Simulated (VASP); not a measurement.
# Cu in VASP: further runs

Cu is run at these levels: PBEsol; tasks: single point.

Everything below comes from runs of VASP 6.6.1. Logs are shortened: lines on timing, memory, paths and dates and some standing lists are left out, and cuts for length are marked.

### Step 1. The cell of the first run

The cell holds a slab with vacuum, 5 atoms: a = 2.520 Å, b = 3.563 Å, c = 26.872 Å, α = 90.00°, β = 90.00°, γ = 90.00°.

### Step 2. Single point, PBEsol

INCAR reads:

```
ALGO = Normal
DIPOL = 0.5 0.5 0.500
EDIFF = 1E-6
ENCUT = 520
GGA = PS
IDIPOL = 3
ISIF = 2
ISMEAR = -1
LASPH = True
LCHARG = False
LDIPOL = True
LREAL = False
LWAVE = False
NBANDS = 36
NELM = 80
PREC = Accurate
SIGMA = 0.1
```

KPOINTS reads:

```
k-points
0
Gamma
  16 12 1
```

POSCAR reads:

```
Cu
1.0
    2.5195991541      0.0000000000      0.0000000000
    0.0000000000      3.5632512955      0.0000000000
    0.0000000000      0.0000000000     26.8721000000
Cu
5
Direct
    0.0000000000      0.0000000000      0.4093455797
    0.5000000000      0.5000000000      0.4518402311
    0.0000000000      0.0000000000      0.4999999785
    0.5000000000      0.5000000000      0.5481597683
    0.0000000000      0.0000000000      0.5906544203
```

Potentials or basis: VASP PAW PBE potentials, release 64 (Cu).

Command:

```
$ cat potpaw_PBE.64/Cu/POTCAR > POTCAR
$ mpirun -np 1 vasp_std > vasp.out
```

OUTCAR:

```text
EDIFF = 1E-6
   ENCUT = 520
   GGA = PS
   ISIF = 2
   ISMEAR = -1
   LASPH = True
   LREAL = False
   NELM = 80
   PREC = Accurate

 ion  position               nearest neighbor table
   1  0.000  0.000  0.409-   3 2.44   2 2.46   2 2.46   2 2.46   2 2.46
   2  0.500  0.500  0.452-   1 2.46   1 2.46   1 2.46   1 2.46   3 2.54   3 2.54   3 2.54   3 2.54
                             4 2.59
   3  0.000  0.000  0.500-   1 2.44   5 2.44   2 2.54   2 2.54   2 2.54   2 2.54   4 2.54   4 2.54
                             4 2.54   4 2.54
   4  0.500  0.500  0.548-   5 2.46   5 2.46   5 2.46   5 2.46   3 2.54   3 2.54   3 2.54   3 2.54
                             2 2.59
   5  0.000  0.000  0.591-   3 2.44   4 2.46   4 2.46   4 2.46   4 2.46

  LATTYP: Found a simple orthorhombic cell.
 ALAT       =     2.5195991541
 B/A-ratio  =     1.4142135624
 C/A-ratio  =    10.6652282194

  Lattice vectors:

 A1 = (   2.5195991541,   0.0000000000,   0.0000000000)
 A2 = (   0.0000000000,   3.5632512955,   0.0000000000)
 A3 = (   0.0000000000,   0.0000000000,  26.8721000000)

Analysis of symmetry for initial positions (statically):
=====================================================================
 Subroutine PRICEL returns:
 Original cell was already a primitive cell.

 Routine SETGRP: Setting up the symmetry group for a
 simple orthorhombic supercell.

 Subroutine GETGRP returns: Found  8 space group operations
 (whereof  8 operations were pure point group operations)
 out of a pool of  8 trial point group operations.

The static configuration has the point symmetry D_2h.

Analysis of symmetry for dynamics (positions and initial velocities):
=====================================================================
 Subroutine PRICEL returns:
 Original cell was already a primitive cell.

 Routine SETGRP: Setting up the symmetry group for a
 simple orthorhombic supercell.

 Subroutine GETGRP returns: Found  8 space group operations
 (whereof  8 operations were pure point group operations)
 out of a pool of  8 trial point group operations.

The dynamic configuration has the point symmetry D_2h.

 Subroutine INISYM returns: Found  8 space group operations
 (whereof  8 operations are pure point group operations),
 and found     1 'primitive' translations

----------------------------------------------------------------------------------------

                                     Primitive cell

  volume of cell :     241.2568

  direct lattice vectors                    reciprocal lattice vectors
     2.519599154  0.000000000  0.000000000     0.396888528  0.000000000  0.000000000
     0.000000000  3.563251296  0.000000000     0.000000000  0.280642570  0.000000000
     0.000000000  0.000000000 26.872100000     0.000000000  0.000000000  0.037213318

  length of vectors
     2.519599154  3.563251296 26.872100000     0.396888528  0.280642570  0.037213318

  position of ions in fractional coordinates (direct lattice)
     0.000000000  0.000000000  0.409345580
     0.500000000  0.500000000  0.451840231
     0.000000000  0.000000000  0.499999978
     0.500000000  0.500000000  0.548159768
     0.000000000  0.000000000  0.590654420

  ion indices of the primitive-cell ions
   primitive index   ion index
                 1           1
                 2           2
                 3           3
                 4           4
                 5           5

----------------------------------------------------------------------------------------

 KPOINTS: k-points

Automatic generation of k-mesh.
 Grid dimensions read from file:
 generate k-points for:   16   12    1

 Generating k-lattice:

  Cartesian coordinates                     Fractional coordinates (reciprocal lattice)
     0.024805533  0.000000000  0.000000000     0.062500000  0.000000000  0.000000000
     0.000000000  0.023386881  0.000000000     0.000000000  0.083333333  0.000000000
     0.000000000  0.000000000  0.037213318     0.000000000  0.000000000  1.000000000

  Length of vectors
     0.024805533  0.023386881  0.037213318

  Shift w.r.t. Gamma in fractional coordinates (k-lattice)
     0.000000000  0.000000000  0.000000000

 Subroutine IBZKPT returns following result:
 ===========================================

 Found     63 irreducible k-points:

 Following reciprocal coordinates:
            Coordinates               Weight
  0.000000  0.000000  0.000000      1.000000
  0.062500  0.000000  0.000000      2.000000
  0.125000  0.000000  0.000000      2.000000
  0.187500  0.000000  0.000000      2.000000
  0.250000  0.000000  0.000000      2.000000
  0.312500  0.000000  0.000000      2.000000
[... 16 lines left out ...]
  0.250000  0.166667  0.000000      4.000000
  0.312500  0.166667  0.000000      4.000000
 [... further k-points ...]
   k-points           NKPTS =     63   k-points in BZ     NKDIM =     63   number of bands    NBANDS=     36
   number of dos      NEDOS =    301   number of ions     NIONS =      5
   total plane-waves  NPLWV = 112000
   dimension x,y,z NGX =    20 NGY =   28 NGZ =  200
   dimension x,y,z NGXF=    40 NGYF=   56 NGZF=  400
   ions per type =               5
   NGX,Y,Z   is equivalent  to a cutoff of  13.20, 13.06, 12.37 a.u.
   NGXF,Y,Z  is equivalent  to a cutoff of  26.39, 26.13, 24.75 a.u.
 SYSTEM =  unknown system
   PREC   = accura    normal or accurate (medium, high low for compatibility)
   ISTART =      0    job   : 0-new  1-cont  2-samecut
   ICHARG =      2    charge: 1-file 2-atom 10-const
   ISPIN  =      1    spin polarized calculation?
   LNONCOLLINEAR =      F non collinear calculations
   LSORBIT =      F    spin-orbit coupling
   LASPH  =      T    aspherical Exc in radial PAW
   ENCUT  =  520.0 eV  38.22 Ry    6.18 a.u.   4.68  6.63 49.96*2*pi/ulx,y,z
   NELM   =     80;   NELMIN=  2; NELMDL= -5     # of ELM steps
   EDIFF  = 0.1E-05   stopping-criterion for ELM
   LREAL  =      F    real-space projection
   EDIFFG = 0.1E-04   stopping-criterion for IOM
   NSW    =      0    number of steps for IOM
   IBRION =     -1    ionic relax: 0-MD 1-quasi-New 2-CG
   NFREE  =      0    steps in history (QN), initial steepest desc. (CG)
   ISIF   =      2    stress and relaxation
   ISYM   =      2    0-nonsym 1-usesym 2-fastsym
   POTIM  = 0.5000    time-step for ionic-motion
   TEBEG  =    0.0;   TEEND  =   0.0 temperature during run
   PSTRESS=    0.0 pullay stress
   NELECT =      55.0000    total number of electrons
   NUPDOWN=      -1.0000    fix difference up-down
   EMIN   =  10.00;   EMAX   =-10.00  energy-range for DOS
   EFERMI =   0.00;   METHOD = LEGACY
   ISMEAR =    -1;   SIGMA  =   0.10  broadening in eV -4-tet -1-fermi 0-gaus
   EFERMI_NEDOS =   21; number of points for ismear=-14 and -15
   IALGO  =     38    algorithm
   IMIX   =      4    mixing-type and parameters
     AMIX     =   0.40;   BMIX     =  1.00
     AMIX_MAG =   1.60;   BMIX_MAG =  1.00
  volume/ion in A,a.u.               =      48.25       325.62
  Fermi-wavevector in a.u.,A,eV,Ry     =   1.000083  1.889882 13.608075  1.000165
  Thomas-Fermi vector in A             =   2.132416
   LORBIT       =      0    0 simple, 1 ext, 2 COOP (PROOUT), +10 PAW based schemes
   GGA     = PS    functional components
   LHFCALC =     F    Hartree Fock is set to
   AEXX    =    0.0000 exact exchange contribution
   IVDW    =     0    specifies the selected vdW correction
   LEPSILON=     F    determine dielectric tensor
   LRPA    =     F    only Hartree local field effects (RPA)
 non-spin polarized calculation
  energy-cutoff  :      520.00
  volume of cell :      241.26
 maximum number of plane-waves:      6550
 NGX is ok and might be reduce to    20
   NGX =  9   NGY = 13   NGZ = 99

 dipolmoment           0.000000      0.000000     -0.000000 electrons x Angstroem

 number of electron      54.9999971 magnetization

 dipolmoment           0.000000      0.000000      0.000002 electrons x Angstroem

 Free energy of the ion-electron system (eV)
  ---------------------------------------------------
  ext. energy  EPLUGINS =         0.00000000
  ---------------------------------------------------
  free energy    TOTEN  =       -19.45632211 eV

  energy without entropy =      -19.39978452  energy(sigma->0) =      -19.42805331

 E-fermi :  -1.5341     XC(G=0):  -3.8195

 val. band max:       -1.5359885183   @ k =   0.3125   0.4167   0.0000
 cond. band min:      -1.5283751648   @ k =   0.1250   0.4167   0.0000
 fundamental gap:      0.0076133535
 Fermi energy:        -1.5340641837

 k-point     1 :       0.0000    0.0000    0.0000
  band No.  band energies     occupation
      1     -10.4788      2.00000
      2      -8.4634      2.00000
      3      -6.3680      2.00000
      4      -6.1417      2.00000
      5      -5.6979      2.00000
      6      -5.6608      2.00000
[... 28 lines left out ...]
     35       3.8626      0.00000
     36       3.9045      0.00000

 k-point     2 :       0.0625    0.0000    0.0000
  band No.  band energies     occupation
      1     -10.3826      2.00000
      2      -8.3758      2.00000
      3      -6.3276      2.00000
      4      -6.0859      2.00000
      5      -5.6490      2.00000
      6      -5.6166      2.00000
[... 28 lines left out ...]
     35       3.9545      0.00000
     36       4.0378      0.00000

 k-point     3 :       0.1250    0.0000    0.0000
  band No.  band energies     occupation
      1     -10.0972      2.00000
      2      -8.1217      2.00000
      3      -6.2212      2.00000
      4      -5.9372      2.00000
      5      -5.5340      2.00000
      6      -5.5006      2.00000
[... 28 lines left out ...]
     35       4.2290      0.00000
     36       4.4275      0.00000
[... 742 lines left out ...]
 k-point    23 :       0.2500    0.1667    0.0000
  band No.  band energies     occupation
      1      -8.7175      2.00000
      2      -7.0322      2.00000
      3      -5.8815      2.00000
      4      -5.5938      2.00000
      5      -5.5836      2.00000
      6      -5.4684      2.00000
[... 28 lines left out ...]
     35       5.2968      0.00000
     36       5.6202      0.00000

 k-point    24 :       0.3125    0.1667    0.0000
  band No.  band energies     occupation
      1      -8.0204      2.00000
      2      -6.6594      2.00000
      3      -5.8444      2.00000
      4      -5.7317      2.00000
      5      -5.6324      2.00000
      6      -5.4773      2.00000
[... 28 lines left out ...]
     35       5.5932      0.00000
     36       5.7737      0.00000

 [... further k-points ...]

------------------------ aborting loop because EDIFF is reached ----------------------------------------

 vacuum level on the upper side and lower side of the slab       (xc-potential included)        -0.033        -0.033

  FORCE on cell =-STRESS in cart. coord.  units (eV):
  Direction    XX          YY          ZZ          XY          YZ          ZX
  --------------------------------------------------------------------------------------
  -------------------------------------------------------------------------------------
  Total       -1.6296348     -1.4459270      0.1434089      0.0000000      0.0000000      0.0000000
  in kB      -10.8223446     -9.6023476      0.9523732      0.0000000      0.0000000      0.0000000
  external PRESSURE =      -6.4907730 kB  Pullay stress =       0.0000000 kB

 VOLUME and BASIS-vectors are now :
 -----------------------------------------------------------------------------
  energy-cutoff  :      520.00
  volume of cell :      241.26
      direct lattice vectors                 reciprocal lattice vectors
     2.519599154  0.000000000  0.000000000     0.396888528  0.000000000  0.000000000
     0.000000000  3.563251296  0.000000000     0.000000000  0.280642570  0.000000000
     0.000000000  0.000000000 26.872100000     0.000000000  0.000000000  0.037213318

 POSITION                                       TOTAL-FORCE (eV/Angst)
 -----------------------------------------------------------------------------------
      0.00000      0.00000     10.99998        -0.000000      0.000000     -0.037872
      1.25980      1.78163     12.14190         0.000000      0.000000      0.002367
      0.00000      0.00000     13.43605         0.000000      0.000000      0.000000
      1.25980      1.78163     14.73020        -0.000000      0.000000     -0.002367
      0.00000      0.00000     15.87212         0.000000     -0.000000      0.037872
 -----------------------------------------------------------------------------------
    total drift:                               -0.000000      0.000000      0.000469

  FREE ENERGIE OF THE ION-ELECTRON SYSTEM (eV)
  ---------------------------------------------------
  free  energy   TOTEN  =       -19.4563221067 eV

  energy  without entropy=      -19.3997845227  energy(sigma->0) =      -19.42805331

 vacuum level on the upper side and lower side of the slab         2.855         2.855
```

Wall time 8.9 min (1 thread of Intel Xeon 6975P-C (Granite Rapids), shared host); peak memory 0.57 GiB.

What came out:

```yaml
Free_energy: -19.4563 eV
Largest_force: 0.038 eV/Å
Band_gap_on_the_k_mesh: zero (an odd number of electrons rules out a gap without spin polarisation)
```

Forces on the atoms (eV/Å):
```
Cu   0.000  0.000 -0.038
Cu   0.000  0.000  0.002
Cu   0.000  0.000  0.000
Cu   0.000  0.000 -0.002
Cu   0.000  0.000  0.038
```

Caveat: the PAW data sets were made with another functional, which shifts forces and pressure a little.

(Part 1 of 2 ends here.)
